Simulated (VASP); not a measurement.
# SnTe (Fm-3m) in VASP: a series of runs

Runs on SnTe. Level: r2SCAN. Tasks: relaxation of the atoms.

Program: VASP 6.6.1. These are calculated values, not measurements. Logs are shortened: lines on timing, memory, paths and dates and some standing lists are left out, and cuts for length are marked.

### 1 The cell of the first run

It takes space group Fm-3m (No. 225, cubic). Conventional cell: a = 6.456 Å, b = 6.456 Å, c = 6.456 Å, α = 90.00°, β = 90.00°, γ = 90.00°. Within 4.2 Å of Sn (site symmetry m-3m) lie 6 Te at 3.23 Å. Within 4.2 Å of Te (site symmetry m-3m) lie 6 Sn at 3.23 Å.

### 2 Relaxation of the atoms, r2SCAN

POSCAR reads:

```
SnTe
1.0
    0.0000000000      3.2280764300      3.2280764300
    3.2280764300      0.0000000000      3.2280764300
    3.2280764300      3.2280764300      0.0000000000
Sn Te
1 1
Direct
    0.0000000000      0.0000000000      0.0000000000
    0.5000000000      0.5000000000      0.5000000000
```

INCAR.step1 reads:

```
SYSTEM = SnTe
ALGO = Normal
EDIFF = 1E-4
ENCUT = 520
GGA = PE
ISMEAR = -1
LASPH = .TRUE.
LCHARG = .FALSE.
LREAL = .FALSE.
LWAVE = .TRUE.
NELM = 100
PREC = Accurate
SIGMA = 0.1
```

INCAR.step2 reads:

```
SYSTEM = SnTe
ALGO = Normal
EDIFF = 1E-6
EDIFFG = -0.01
ENCUT = 520
IBRION = 2
ISIF = 2
ISMEAR = -1
ISTART = 1
LASPH = .TRUE.
LCHARG = .FALSE.
LMIXTAU = .TRUE.
LREAL = .FALSE.
LWAVE = .FALSE.
METAGGA = R2SCAN
NELM = 100
NSW = 50
PREC = Accurate
SIGMA = 0.1
```

KPOINTS reads:

```
k-points
0
G
  9 9 9
  0 0 0
```

Potentials or basis: VASP PAW PBE potentials, release 64 (Sn_d, Te).

On the command line:

```sh
cat potpaw_PBE.64/Sn_d/POTCAR potpaw_PBE.64/Te/POTCAR > POTCAR
cp INCAR.step1 INCAR
mpirun -np 1 vasp_std > vasp.out
cp INCAR.step2 INCAR
mpirun -np 1 vasp_std > vasp.out
```

OUTCAR:

```text
SYSTEM = SnTe
   EDIFF = 1E-6
   EDIFFG = -0.01
   ENCUT = 520
   IBRION = 2
   ISIF = 2
   ISMEAR = -1
   ISTART = 1
   LASPH = .TRUE.
   LREAL = .FALSE.
   METAGGA = R2SCAN
   NELM = 100
   NSW = 50
   PREC = Accurate

 ion  position               nearest neighbor table
   1  0.000  0.000  0.000-   2 3.23   2 3.23   2 3.23   2 3.23   2 3.23   2 3.23
   2  0.500  0.500  0.500-   1 3.23   1 3.23   1 3.23   1 3.23   1 3.23   1 3.23

  LATTYP: Found a face centered cubic cell.
 ALAT       =     6.4561528600

  Lattice vectors:

 A1 = (   0.0000000000,   3.2280764300,   3.2280764300)
 A2 = (   3.2280764300,   0.0000000000,   3.2280764300)
 A3 = (   3.2280764300,   3.2280764300,   0.0000000000)

Analysis of symmetry for initial positions (statically):
=====================================================================
 Subroutine PRICEL returns:
 Original cell was already a primitive cell.

 Routine SETGRP: Setting up the symmetry group for a
 face centered cubic supercell.

 Subroutine GETGRP returns: Found 48 space group operations
 (whereof 48 operations were pure point group operations)
 out of a pool of 48 trial point group operations.

The static configuration has the point symmetry O_h .

Analysis of symmetry for dynamics (positions and initial velocities):
=====================================================================
 Subroutine PRICEL returns:
 Original cell was already a primitive cell.

 Routine SETGRP: Setting up the symmetry group for a
 face centered cubic supercell.

 Subroutine GETGRP returns: Found 48 space group operations
 (whereof 48 operations were pure point group operations)
 out of a pool of 48 trial point group operations.

The dynamic configuration has the point symmetry O_h .

 Subroutine INISYM returns: Found 48 space group operations
 (whereof 48 operations are pure point group operations),
 and found     1 'primitive' translations

----------------------------------------------------------------------------------------

                                     Primitive cell

  volume of cell :      67.2762

  direct lattice vectors                    reciprocal lattice vectors
     0.000000000  3.228076430  3.228076430    -0.154891004  0.154891004  0.154891004
     3.228076430  0.000000000  3.228076430     0.154891004 -0.154891004  0.154891004
     3.228076430  3.228076430  0.000000000     0.154891004  0.154891004 -0.154891004

  length of vectors
     4.565189468  4.565189468  4.565189468     0.268279089  0.268279089  0.268279089

  position of ions in fractional coordinates (direct lattice)
     0.000000000  0.000000000  0.000000000
     0.500000000  0.500000000  0.500000000

  ion indices of the primitive-cell ions
   primitive index   ion index
                 1           1
                 2           2

----------------------------------------------------------------------------------------

 KPOINTS: k-points

Automatic generation of k-mesh.
 Grid dimensions read from file:
 generate k-points for:    9    9    9

 Generating k-lattice:

  Cartesian coordinates                     Fractional coordinates (reciprocal lattice)
    -0.017210112  0.017210112  0.017210112     0.111111111  0.000000000  0.000000000
     0.017210112 -0.017210112  0.017210112     0.000000000  0.111111111  0.000000000
     0.017210112  0.017210112 -0.017210112     0.000000000  0.000000000  0.111111111

  Length of vectors
     0.029808788  0.029808788  0.029808788

  Shift w.r.t. Gamma in fractional coordinates (k-lattice)
     0.000000000  0.000000000  0.000000000

 Subroutine IBZKPT returns following result:
 ===========================================

 Found     35 irreducible k-points:

 Following reciprocal coordinates:
            Coordinates               Weight
  0.000000  0.000000  0.000000      1.000000
  0.111111  0.000000  0.000000      8.000000
  0.222222  0.000000  0.000000      8.000000
  0.333333  0.000000  0.000000      8.000000
  0.444444  0.000000  0.000000      8.000000
  0.111111  0.111111  0.000000      6.000000
[... 16 lines left out ...]
 -0.333333  0.333333  0.000000     12.000000
  0.444444  0.444444  0.000000      6.000000
 [... further k-points ...]
   k-points           NKPTS =     35   k-points in BZ     NKDIM =     35   number of bands    NBANDS=     14
   number of dos      NEDOS =    301   number of ions     NIONS =      2
   total plane-waves  NPLWV =  46656
   dimension x,y,z NGX =    36 NGY =   36 NGZ =   36
   dimension x,y,z NGXF=    72 NGYF=   72 NGZF=   72
   ions per type =               1   1
   NGX,Y,Z   is equivalent  to a cutoff of  13.11, 13.11, 13.11 a.u.
   NGXF,Y,Z  is equivalent  to a cutoff of  26.22, 26.22, 26.22 a.u.
 SYSTEM =  SnTe
   PREC   = accura    normal or accurate (medium, high low for compatibility)
   ISTART =      1    job   : 0-new  1-cont  2-samecut
   ICHARG =      0    charge: 1-file 2-atom 10-const
   ISPIN  =      1    spin polarized calculation?
   LNONCOLLINEAR =      F non collinear calculations
   LSORBIT =      F    spin-orbit coupling
   LASPH  =      T    aspherical Exc in radial PAW
   ENCUT  =  520.0 eV  38.22 Ry    6.18 a.u.   8.49  8.49  8.49*2*pi/ulx,y,z
   NELM   =    100;   NELMIN=  2; NELMDL=  0     # of ELM steps
   EDIFF  = 0.1E-05   stopping-criterion for ELM
   LREAL  =      F    real-space projection
   EDIFFG = -.1E-01   stopping-criterion for IOM
   NSW    =     50    number of steps for IOM
   IBRION =      2    ionic relax: 0-MD 1-quasi-New 2-CG
   NFREE  =      1    steps in history (QN), initial steepest desc. (CG)
   ISIF   =      2    stress and relaxation
   ISYM   =      2    0-nonsym 1-usesym 2-fastsym
   POTIM  = 0.5000    time-step for ionic-motion
   TEBEG  =    0.0;   TEEND  =   0.0 temperature during run
   PSTRESS=    0.0 pullay stress
   NELECT =      20.0000    total number of electrons
   NUPDOWN=      -1.0000    fix difference up-down
   EMIN   =  10.00;   EMAX   =-10.00  energy-range for DOS
   EFERMI =   0.00;   METHOD = LEGACY
   ISMEAR =    -1;   SIGMA  =   0.10  broadening in eV -4-tet -1-fermi 0-gaus
   EFERMI_NEDOS =   21; number of points for ismear=-14 and -15
   IALGO  =     38    algorithm
   IMIX   =      4    mixing-type and parameters
     AMIX     =   0.40;   BMIX     =  1.00
     AMIX_MAG =   1.60;   BMIX_MAG =  1.00
  volume/ion in A,a.u.               =      33.64       227.00
  Fermi-wavevector in a.u.,A,eV,Ry     =   1.092608  2.064730 16.242528  1.193792
  Thomas-Fermi vector in A             =   2.228877
   LORBIT       =      0    0 simple, 1 ext, 2 COOP (PROOUT), +10 PAW based schemes
   METAGGA = R2SCAN    functional components
   LHFCALC =     F    Hartree Fock is set to
   AEXX    =    0.0000 exact exchange contribution
   IVDW    =     0    specifies the selected vdW correction
   LEPSILON=     F    determine dielectric tensor
   LRPA    =     F    only Hartree local field effects (RPA)
 conjugate gradient relaxation of ions
 non-spin polarized calculation
  energy-cutoff  :      520.00
  volume of cell :       67.28
 maximum number of plane-waves:      1837
 NGX is ok and might be reduce to    36
   NGX = 17   NGY = 17   NGZ = 17

 number of electron      20.0000005 magnetization

 Free energy of the ion-electron system (eV)
  ---------------------------------------------------
  ext. energy  EPLUGINS =         0.00000000
  ---------------------------------------------------
  free energy    TOTEN  =       -50.67676261 eV

  energy without entropy =      -50.67447821  energy(sigma->0) =      -50.67562041

 E-fermi :   6.1081     XC(G=0):  -9.7217

 val. band max:        5.8689282136   @ k =   0.4444   0.0000   0.0000
 cond. band min:       6.4706195786   @ k =   0.4444   0.0000   0.0000
 fundamental gap:      0.6016913650
 Fermi energy:         6.1080745725

 k-point     1 :       0.0000    0.0000    0.0000
  band No.  band energies     occupation
      1     -16.6150      2.00000
      2     -16.6150      2.00000
      3     -16.6087      2.00000
      4     -16.6086      2.00000
      5     -16.6086      2.00000
      6      -6.8321      2.00000
      7       1.0903      2.00000
      8       3.8448      2.00000
      9       3.8448      2.00000
     10       3.8448      2.00000
     11       9.4001      0.00000
     12       9.4001      0.00000
     13       9.4001      0.00000
     14      11.2301      0.00000

 k-point     2 :       0.1111    0.0000    0.0000
  band No.  band energies     occupation
      1     -16.6154      2.00000
      2     -16.6154      2.00000
      3     -16.6085      2.00000
      4     -16.6081      2.00000
      5     -16.6081      2.00000
      6      -6.7336      2.00000
      7       0.5646      2.00000
      8       3.8664      2.00000
      9       3.8664      2.00000
     10       4.2290      2.00000
     11       8.8704      0.00000
     12       8.8705      0.00000
     13       8.9167      0.00000
     14      11.1715      0.00000

 k-point     3 :       0.2222    0.0000    0.0000
  band No.  band energies     occupation
      1     -16.6165      2.00000
      2     -16.6165      2.00000
      3     -16.6080      2.00000
      4     -16.6067      2.00000
      5     -16.6067      2.00000
      6      -6.4536      2.00000
      7      -0.4744      2.00000
      8       3.9376      2.00000
      9       3.9376      2.00000
     10       4.8720      1.99999
     11       7.9203      0.00000
     12       7.9203      0.00000
     13       8.0090      0.00000
     14      11.4181      0.00000
[... 324 lines left out ...]
 k-point    23 :      -0.3333    0.3333    0.0000
  band No.  band energies     occupation
      1     -16.6231      2.00000
      2     -16.6158      2.00000
      3     -16.6069      2.00000
      4     -16.6037      2.00000
      5     -16.6024      2.00000
      6      -5.4055      2.00000
      7      -1.6942      2.00000
      8       1.3246      2.00000
      9       3.2001      2.00000
     10       3.8887      2.00000
     11       8.2158      0.00000
     12       8.5574      0.00000
     13      11.1049      0.00000
     14      11.5952      0.00000

 k-point    24 :       0.4444    0.4444    0.0000
  band No.  band energies     occupation
      1     -16.6282      2.00000
      2     -16.6115      2.00000
      3     -16.6112      2.00000
      4     -16.6007      2.00000
      5     -16.6007      2.00000
      6      -5.4506      2.00000
      7      -0.6721      2.00000
      8       0.9484      2.00000
      9       2.4024      2.00000
     10       2.4024      2.00000
     11       8.7674      0.00000
     12      10.8010      0.00000
     13      10.8011      0.00000
     14      11.8801      0.00000

 [... further k-points ...]

------------------------ aborting loop because EDIFF is reached ----------------------------------------

  FORCE on cell =-STRESS in cart. coord.  units (eV):
  Direction    XX          YY          ZZ          XY          YZ          ZX
  --------------------------------------------------------------------------------------
  -------------------------------------------------------------------------------------
  Total       -0.6857892     -0.6857892     -0.6857892     -0.0000000     -0.0000000      0.0000000
  in kB      -16.3320155    -16.3320155    -16.3320155     -0.0000000     -0.0000000      0.0000000
  external PRESSURE =     -16.3320155 kB  Pullay stress =       0.0000000 kB

 VOLUME and BASIS-vectors are now :
 -----------------------------------------------------------------------------
  energy-cutoff  :      520.00
  volume of cell :       67.28
      direct lattice vectors                 reciprocal lattice vectors
     0.000000000  3.228076430  3.228076430    -0.154891004  0.154891004  0.154891004
     3.228076430  0.000000000  3.228076430     0.154891004 -0.154891004  0.154891004
     3.228076430  3.228076430  0.000000000     0.154891004  0.154891004 -0.154891004

 POSITION                                       TOTAL-FORCE (eV/Angst)
 -----------------------------------------------------------------------------------
      0.00000      0.00000      0.00000        -0.000000     -0.000000     -0.000000
      3.22808      3.22808      3.22808         0.000000      0.000000      0.000000
 -----------------------------------------------------------------------------------
    total drift:                               -0.000000      0.000000      0.000000

  FREE ENERGIE OF THE ION-ELECTRON SYSTEM (eV)
  ---------------------------------------------------
  free  energy   TOTEN  =       -50.6767626093 eV

  energy  without entropy=      -50.6744782087  energy(sigma->0) =      -50.67562041

 reached required accuracy - stopping structural energy minimisation
```

Wall time 2.6 min (1 thread of AMD EPYC 9R14 (Zen 4), shared host); peak memory 0.2 GiB.

Results:

```yaml
Free_energy: -50.6768 eV
Pressure_after_relaxing: -1.6 GPa
```

Final structure:
```
CELL_PARAMETERS angstrom
0.00000 3.22808 3.22808
3.22808 0.00000 3.22808
3.22808 3.22808 0.00000
ATOMIC_POSITIONS crystal
Sn 0.00000 0.00000 0.00000
Te 0.50000 0.50000 0.50000
```

Caveat: the relaxation stopped at its first step, so nothing moved; this odd mesh misses L, so gap, dielectric constants and Born charges aren't listed; the PAW data sets were made with another functional, which shifts forces and pressure a little; spin-orbit coupling is left out, which moves the levels of the heavy elements.

### 3 Relaxation of the atoms, r2SCAN

This run uses another cell than the first one, of 34.28 Å³/atom.

POSCAR reads:

```
SnTe
1.0
    0.0000000000      3.2486379800      3.2486379800
    3.2486379800      0.0000000000      3.2486379800
    3.2486379800      3.2486379800      0.0000000000
Sn Te
1 1
Direct
    0.0000000000      0.0000000000      0.0000000000
    0.5000000000      0.5000000000      0.5000000000
```

INCAR.step1 reads:

```
SYSTEM = SnTe
PREC = Accurate ; ENCUT = 520
ISMEAR = -1 ; SIGMA = 0.1
LREAL = .FALSE. ; LASPH = .TRUE.
NELM = 60 ; GGA = PE
ALGO = Normal ; EDIFF = 1E-4
LWAVE = .TRUE. ; LCHARG = .FALSE.
```

INCAR.step2 reads:

```
SYSTEM = SnTe
PREC = Accurate ; ENCUT = 520
EDIFF = 1E-6 ; ISMEAR = -1
SIGMA = 0.1 ; LREAL = .FALSE.
LASPH = .TRUE. ; NELM = 60
ALGO = Normal ; ISIF = 2
LWAVE = .FALSE. ; LCHARG = .FALSE.
METAGGA = R2SCAN ; LMIXTAU = .TRUE.
IBRION = 2 ; NSW = 50
EDIFFG = -0.01 ; ISTART = 1
```

KPOINTS reads:

```
Automatic mesh
0
G
  9 9 9
  0 0 0
```

Potentials or basis: VASP PAW PBE potentials, release 64 (Sn_d, Te).

On the command line:

```sh
cat potpaw_PBE.64/Sn_d/POTCAR potpaw_PBE.64/Te/POTCAR > POTCAR
cp INCAR.step1 INCAR
mpirun -np 1 vasp_std > vasp.out
cp INCAR.step2 INCAR
mpirun -np 1 vasp_std > vasp.out
```

It took 2.8 min on 1 thread of AMD EPYC 9R14 (Zen 4), shared host; peak memory 0.2 GiB.

It converged, with:

```yaml
Free_energy: -50.6610 eV
Pressure_after_relaxing: -2.3 GPa
```

Final structure:
```yaml
crystal:
  lattice:
    - [0.00000, 3.24864, 3.24864]
    - [3.24864, 0.00000, 3.24864]
    - [3.24864, 3.24864, 0.00000]
  atoms:
    - { symbol: Sn, position: [0.00000, 0.00000, 0.00000] }
    - { symbol: Te, position: [0.50000, 0.50000, 0.50000] }
```

Levels at points of the mesh, in eV from the Fermi level:
| k point | band 8 | band 9 | band 10 | band 11 | band 12 | band 13 |
| --- | --- | --- | --- | --- | --- | --- |
| (0.00, 0.00, 0.00) | -2.20 | -2.20 | -2.20 | 3.26 | 3.26 | 3.26 |

Caveat: the relaxation stopped at its first step, so nothing moved; this odd mesh misses L, so gap, dielectric constants and Born charges aren't listed; the PAW data sets were made with another functional, which shifts forces and pressure a little; spin-orbit coupling is left out, which moves the levels of the heavy elements.

### 4 Relaxation of the atoms, r2SCAN

This run uses another cell than the first one, of 34.28 Å³/atom.

POSCAR reads:

```
SnTe
1.0
    0.0000000000      3.2486379900      3.2486379900
    3.2486379900      0.0000000000      3.2486379900
    3.2486379900      3.2486379900      0.0000000000
Sn Te
1 1
Direct
    0.0000000000      0.0000000000      0.0000000000
    0.5000000000      0.5000000000      0.5000000000
```

INCAR.step1 is that of step 3.

INCAR.step2 is that of step 3.

KPOINTS is that of step 3.

On the command line:

```sh
cat potpaw_PBE.64/Sn_d/POTCAR potpaw_PBE.64/Te/POTCAR > POTCAR
cp INCAR.step1 INCAR
mpirun -np 1 vasp_std > vasp.out
cp INCAR.step2 INCAR
mpirun -np 1 vasp_std > vasp.out
```

It took 4.3 min on 1 thread of Oxide Virtual Turin-like, shared host; peak memory 0.2 GiB.

It converged, with:

```yaml
Free_energy: -50.6610 eV
Pressure_after_relaxing: -2.3 GPa
```

Final structure:
```
CELL_PARAMETERS angstrom
0.00000 3.24864 3.24864
3.24864 0.00000 3.24864
3.24864 3.24864 0.00000
ATOMIC_POSITIONS crystal
Sn 0.00000 0.00000 0.00000
Te 0.50000 0.50000 0.50000
```

Levels at points of the mesh, in eV from the Fermi level:
| k point | band 7 | band 8 | band 9 | band 10 | band 11 | band 12 | band 13 | band 14 |
| --- | --- | --- | --- | --- | --- | --- | --- | --- |
| (0.00, 0.00, 0.00) | -5.08 | -2.20 | -2.20 | -2.20 | 3.26 | 3.26 | 3.26 | 5.17 |

Caveat: the relaxation stopped at its first step, so nothing moved; this odd mesh misses L, so gap, dielectric constants and Born charges aren't listed; the PAW data sets were made with another functional, which shifts forces and pressure a little; spin-orbit coupling is left out, which moves the levels of the heavy elements.
